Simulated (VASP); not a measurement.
# Hg (I4/mmm) in VASP: notebook, part 2 of 2

VASP 6.6.1.

## 4. Single point, PBE+D3(BJ)

This run uses another cell than the first one, of the same volume but with other edges.

File INCAR:

```
  PREC = Accurate
  ENCUT = 520
  EDIFF = 1E-6
  ISMEAR = 0
  SIGMA = 0.15
  LREAL = F
  LASPH = T
  NELM = 60
  ALGO = Fast
  ISIF = 2
  LWAVE = F
  LCHARG = F
  GGA = PE
  IVDW = 12
  NBANDS = 12
```

File KPOINTS:

```
regular mesh
0
Gamma
  20 20 20
```

File POSCAR:

```
Hg
1.0
    0.0000000000      2.2508747866      2.7010497439
    2.2508747866      0.0000000000      2.7010497439
    2.2508747866      2.2508747866      0.0000000000
Hg
1
Direct
    0.0000000000      0.0000000000      0.0000000000
```

Potentials or basis: VASP PAW PBE potentials, release 64 (Hg).

On the command line:

```bash
cat potpaw_PBE.64/Hg/POTCAR > POTCAR
mpirun -np 1 vasp_std > vasp.out
```

OUTCAR:

```text
PREC = Accurate
   ENCUT = 520
   EDIFF = 1E-6
   ISMEAR = 0
   LREAL = F
   LASPH = T
   NELM = 60
   ISIF = 2
   GGA = PE
   IVDW = 12
 IVDW          = 12

 ion  position               nearest neighbor table
   1  0.000  0.000  0.000-

  LATTYP: Found a body centered tetragonal cell.
 ALAT       =     3.1832176504
 C/A-ratio  =     1.6970562748

  Lattice vectors:

 A1 = (  -2.2508747866,   0.0000000000,   2.7010497439)
 A2 = (   2.2508747866,   0.0000000000,   2.7010497439)
 A3 = (   0.0000000000,   2.2508747866,  -2.7010497439)

Analysis of symmetry for initial positions (statically):
=====================================================================
 Subroutine PRICEL returns:
 Original cell was already a primitive cell.

 Routine SETGRP: Setting up the symmetry group for a
 body centered tetragonal supercell.

 Subroutine GETGRP returns: Found 16 space group operations
 (whereof 16 operations were pure point group operations)
 out of a pool of 16 trial point group operations.

The static configuration has the point symmetry D_4h.

Analysis of symmetry for dynamics (positions and initial velocities):
=====================================================================
 Subroutine PRICEL returns:
 Original cell was already a primitive cell.

 Routine SETGRP: Setting up the symmetry group for a
 body centered tetragonal supercell.

 Subroutine GETGRP returns: Found 16 space group operations
 (whereof 16 operations were pure point group operations)
 out of a pool of 16 trial point group operations.

The dynamic configuration has the point symmetry D_4h.

 Subroutine INISYM returns: Found 16 space group operations
 (whereof 16 operations are pure point group operations),
 and found     1 'primitive' translations

----------------------------------------------------------------------------------------

                                     Primitive cell

  volume of cell :      27.3694

  direct lattice vectors                    reciprocal lattice vectors
[... 114 lines left out ...]
   LEPSILON=     F    determine dielectric tensor
   LRPA    =     F    only Hartree local field effects (RPA)
 non-spin polarized calculation
 RMM-DIIS sequential band-by-band and
 Gauss-broadening in eV      SIGMA  =   0.15
  energy-cutoff  :      520.00
  volume of cell :       27.37
 maximum number of plane-waves:       758
 NGX is ok and might be reduce to    28

 number of electron      12.0000001 magnetization

 Free energy of the ion-electron system (eV)
  ---------------------------------------------------
  ext. energy  EPLUGINS =         0.00000000
  ---------------------------------------------------
  free energy    TOTEN  =        -0.16778426 eV

  energy without entropy =       -0.16535217  energy(sigma->0) =       -0.16656822

 E-fermi :   1.6506     XC(G=0): -10.0507

 val. band max:        1.6233384938   @ k =  -0.4500   0.1500   0.0000
 cond. band min:       1.6574981900   @ k =   0.4500   0.0000   0.0000
 fundamental gap:      0.0341596963
 Fermi energy:         1.6506482646

 k-point     1 :       0.0000    0.0000    0.0000
  band No.  band energies     occupation
      1      -6.2714      2.00000
      2      -5.3744      2.00000
      3      -4.8166      2.00000
      4      -4.6952      2.00000
      5      -4.6952      2.00000
      6      -4.1980      2.00000
      7      15.1539      0.00000
      8      15.1539      0.00000
      9      15.2618      0.00000
     10      15.3981      0.00000
     11      16.2266      0.00000
     12      19.2837      0.00000
[... 331 lines left out ...]
 k-point    24 :      -0.3500    0.0500    0.0000
  band No.  band energies     occupation
      1      -5.5408      2.00000
      2      -5.1620      2.00000
      3      -4.6506      2.00000
      4      -4.2622      2.00000
      5      -4.1860      2.00000
      6      -2.3766      2.00000
      7       3.7824      0.00000
      8      10.3693      0.00000
      9      15.4525      0.00000
     10      15.6890      0.00000
     11      15.9522      0.00000
     12      19.4260      0.00000

 [... further k-points ...]

------------------------ aborting loop because EDIFF is reached ----------------------------------------

 Edisp (eV)   -0.38357

 E8    (eV) :    -0.1745

  FORCE on cell =-STRESS in cart. coord.  units (eV):
  Direction    XX          YY          ZZ          XY          YZ          ZX
  --------------------------------------------------------------------------------------
  -------------------------------------------------------------------------------------
  Total      -0.26338    -0.26338    -0.22094     0.00000     0.00000     0.00000
  in kB     -15.41814   -15.41814   -12.93345     0.00000     0.00000     0.00000
  external pressure =      -14.59 kB  Pullay stress =        0.00 kB

 VOLUME and BASIS-vectors are now :
 -----------------------------------------------------------------------------
  energy-cutoff  :      520.00
  volume of cell :       27.37
      direct lattice vectors                 reciprocal lattice vectors
     0.000000000  2.250874787  2.701049744    -0.222135857  0.222135857  0.185113214
     2.250874787  0.000000000  2.701049744     0.222135857 -0.222135857  0.185113214
     2.250874787  2.250874787  0.000000000     0.222135857  0.222135857 -0.185113214

 POSITION                                       TOTAL-FORCE (eV/Angst)
 -----------------------------------------------------------------------------------
      0.00000      0.00000      0.00000        -0.000000      0.000000      0.000000
 -----------------------------------------------------------------------------------
    total drift:                                0.000000     -0.000000     -0.000000

  FREE ENERGIE OF THE ION-ELECTRON SYSTEM (eV)
  ---------------------------------------------------
  free  energy   TOTEN  =        -0.5513539495 eV

  energy  without entropy=       -0.5489218553  energy(sigma->0) =       -0.55013790
```

OSZICAR:

```text
N       E                     dE             d eps       ncg     rms          rms(c)
DAV:   1     0.718102132533E+02    0.71810E+02   -0.64197E+03 16208   0.939E+02
DAV:   2     0.110865169871E+01   -0.70702E+02   -0.66196E+02 16804   0.221E+02
DAV:   3    -0.185608556221E+00   -0.12943E+01   -0.12935E+01 18264   0.333E+01
DAV:   4    -0.186900671755E+00   -0.12921E-02   -0.12921E-02 17080   0.111E+00
DAV:   5    -0.186902661630E+00   -0.19899E-05   -0.19899E-05 18340   0.417E-02    0.230E+00
RMM:   6    -0.168407529314E+00    0.18495E-01   -0.33799E-02 15547   0.175E+00    0.181E+00
RMM:   7    -0.167578662941E+00    0.82887E-03   -0.49034E-03 16244   0.575E-01    0.858E-01
RMM:   8    -0.167756187077E+00   -0.17752E-03   -0.74496E-04 16287   0.368E-01    0.469E-02
RMM:   9    -0.167778306996E+00   -0.22120E-04   -0.66564E-05 17224   0.791E-02    0.278E-02
RMM:  10    -0.167784501104E+00   -0.61941E-05   -0.19631E-05 16516   0.570E-02    0.668E-03
RMM:  11    -0.167784263999E+00    0.23711E-06   -0.16656E-06 11882   0.125E-02
   1 F= -.55135395E+00 E0= -.55013790E+00  d E =-.243209E-02
```

Wall time 73 s (1 thread of Intel Xeon 6975P-C (Granite Rapids), shared host); peak memory 0.32 GiB.

What came out:

```yaml
Free_energy: -0.5514 eV
Pressure: -1.5 GPa
Band_gap_on_the_k_mesh: zero (bands 6 and 7 overlap by 1.85 eV)
Dispersion_energy_per_atom: -0.384 eV
```

Stress tensor (GPa, compression positive):
```
-1.54  0.00  0.00
 0.00 -1.54  0.00
 0.00  0.00 -1.29
```

Levels at points of the mesh, in eV from the Fermi level:
```tsv
k point	band 2	band 3	band 4	band 5	band 6	band 7	band 8	band 9	band 10	band 11
(0.00, 0.00, 0.00)	-7.03	-6.47	-6.35	-6.35	-5.85	13.50	13.50	13.61	13.75	14.58
(0.50, 0.00, 0.00)	-6.85	-6.35	-5.82	-5.65	-1.77	-0.93	8.74	13.29	13.46	13.81
(0.50, 0.50, 0.00)	-7.32	-5.70	-5.68	-5.68	-1.84	-0.81	8.37	8.37	12.21	13.65
(0.50, 0.00, 0.50)	-7.14	-5.89	-5.81	-5.33	0.92	0.95	5.54	6.44	9.93	11.42
```

Caveat: spin-orbit coupling is left out, which moves the levels of the heavy elements.

## 5. Single point, PBE+D3(BJ)

This run uses another cell than the first one, of the same volume but with other edges.

File INCAR:

```
PREC = Accurate ; ENCUT = 520
EDIFF = 1E-7 ; ISMEAR = 0
SIGMA = 0.15 ; LREAL = F
LASPH = T ; NELM = 60
ALGO = Fast ; ISIF = 2
LWAVE = F ; LCHARG = T
GGA = PE ; IVDW = 12
LELF = T ; LVHAR = T
NBANDS = 12
```

File KPOINTS:

```
Automatic mesh
0
Gamma
  20 20 20
```

File POSCAR:

```
Hg
1.0
    0.0000000000      2.5984451322      2.0267872031
    2.5984451322      0.0000000000      2.0267872031
    2.5984451322      2.5984451322      0.0000000000
Hg
1
Direct
    0.0000000000      0.0000000000      0.0000000000
```

On the command line:

```bash
cat potpaw_PBE.64/Hg/POTCAR > POTCAR
mpirun -np 1 vasp_std > vasp.out
```

Wall time 1.7 min (1 thread of Intel Xeon 6975P-C (Granite Rapids), shared host); peak memory 0.32 GiB.

It converged, with:

- Free energy: -0.5571 eV
- Pressure: -1.2 GPa
- Band gap on the k mesh: zero (bands 6 and 7 overlap by 2.83 eV)
- Dispersion energy per atom: -0.383 eV

Stress tensor (GPa, compression positive):
```
-1.17  0.00  0.00
 0.00 -1.17  0.00
 0.00  0.00 -1.27
```

Levels at points of the mesh, in eV from the Fermi level:
| k point | band 4 | band 5 | band 6 | band 7 | band 8 | band 9 |
| --- | --- | --- | --- | --- | --- | --- |
| (0.00, 0.00, 0.00) | -6.46 | -6.07 | -5.87 | 13.83 | 14.04 | 14.08 |
| (0.50, 0.00, 0.00) | -5.87 | -5.49 | -1.66 | -0.83 | 9.30 | 10.31 |
| (0.50, 0.50, 0.00) | -5.55 | -5.55 | 2.00 | 2.60 | 4.56 | 4.56 |
| (0.50, 0.00, 0.50) | -5.83 | -5.44 | -1.12 | -0.48 | 7.86 | 8.68 |

Caveat: spin-orbit coupling is left out, which moves the levels of the heavy elements.

## 6. Single point, PBE+D3(BJ)

This run uses another cell than the first one, of the same volume but with other edges.

File INCAR:

```
PREC     = Accurate       # precision mode
ENCUT    = 520            # plane-wave cutoff, eV
EDIFF    = 1E-6           # SCF threshold, eV
ISMEAR   = 0              # smearing method
SIGMA    = 0.15           # smearing width, eV
LREAL    = False          # projectors in reciprocal space
LASPH    = True           # aspherical terms in the spheres
NELM     = 100            # most SCF steps
ALGO     = Fast           # electronic algorithm
ISIF     = 2              # what is computed and relaxed
LWAVE    = False          # write WAVECAR
LCHARG   = False          # write CHGCAR
GGA      = PE             # functional
IVDW     = 12             # dispersion correction
NBANDS   = 12             # bands
```

File KPOINTS:

```
regular mesh
0
Gamma
  20 20 20
```

File POSCAR:

```
Hg
1.0
    0.0000000000      2.1916135035      2.8490975545
    2.1916135035      0.0000000000      2.8490975545
    2.1916135035      2.1916135035      0.0000000000
Hg
1
Direct
    0.0000000000      0.0000000000      0.0000000000
```

Potentials or basis: VASP PAW PBE potentials, release 64 (Hg).

On the command line:

```bash
cat potpaw_PBE.64/Hg/POTCAR > POTCAR
mpirun -np 1 vasp_std > vasp.out
```

Wall time 87 s (1 thread of Intel Xeon 6975P-C (Granite Rapids), shared host); peak memory 0.32 GiB.

The run converged. Its results:

| Property | Result |
| --- | --- |
| Free energy | -0.5496 eV |
| Pressure | -1.3 GPa |
| Band gap on the k mesh | zero (bands 6 and 7 overlap by 2.55 eV) |
| Dispersion energy per atom | -0.384 eV |

Stress tensor (GPa, compression positive):
```
-1.06  0.00  0.00
 0.00 -1.06  0.00
 0.00  0.00 -1.76
```

Levels at points of the mesh, in eV from the Fermi level:
| k point | band 4 | band 5 | band 6 | band 7 | band 8 | band 9 |
| --- | --- | --- | --- | --- | --- | --- |
| (0.00, 0.00, 0.00) | -6.30 | -6.30 | -5.81 | 11.96 | 13.60 | 13.60 |
| (0.50, 0.00, 0.00) | -5.91 | -5.74 | -1.70 | -0.95 | 7.70 | 12.38 |
| (0.50, 0.50, 0.00) | -5.78 | -5.72 | -2.61 | -1.19 | 9.16 | 9.16 |
| (0.50, 0.00, 0.50) | -5.92 | -5.26 | 1.23 | 1.39 | 5.14 | 6.48 |

Caveat: spin-orbit coupling is left out, which moves the levels of the heavy elements.

## 7. Overview

| cell | further INCAR settings | gap on the mesh (eV) | pressure (GPa) |
| --- | --- | --- | --- |
| a = 3.691, b = 3.691, c = 3.014 Å, angles 65.9, 65.9, 48.2°, 1 atom | ALGO = Fast; EDIFF = 1e-07; NBANDS = 12 | none | -0.8 |
| a = 3.314, b = 3.314, c = 3.571 Å, angles 57.4, 57.4, 65.2°, 1 atom | ALGO = Fast; EDIFF = 1e-06; NBANDS = 12 | none | -1.2 |
| a = 3.516, b = 3.516, c = 3.183 Å, angles 63.1, 63.1, 53.8°, 1 atom | ALGO = Fast; EDIFF = 1e-06; NBANDS = 12 | none | -1.5 |
| a = 3.295, b = 3.295, c = 3.675 Å, angles 56.1, 56.1, 67.8°, 1 atom | ALGO = Fast; EDIFF = 1e-07; NBANDS = 12 | none | -1.2 |
| a = 3.595, b = 3.595, c = 3.099 Å, angles 64.5, 64.5, 51.1°, 1 atom | ALGO = Fast; EDIFF = 1e-06; NBANDS = 12 | none | -1.3 |

Alike in all rows: task single point; level PBE+D3(BJ); potentials or basis VASP PAW PBE potentials, release 64 (Hg); no spin polarisation; k mesh 20 × 20 × 20; cutoff (eV) 520; smearing gaussian 0.15 eV.

Caveats: spin-orbit coupling is left out, which moves the levels of the heavy elements.

Absolute energies hang on the potentials; compare differences alone.

The gap in the log of VASP goes by the Fermi energy; the results here count the filled bands.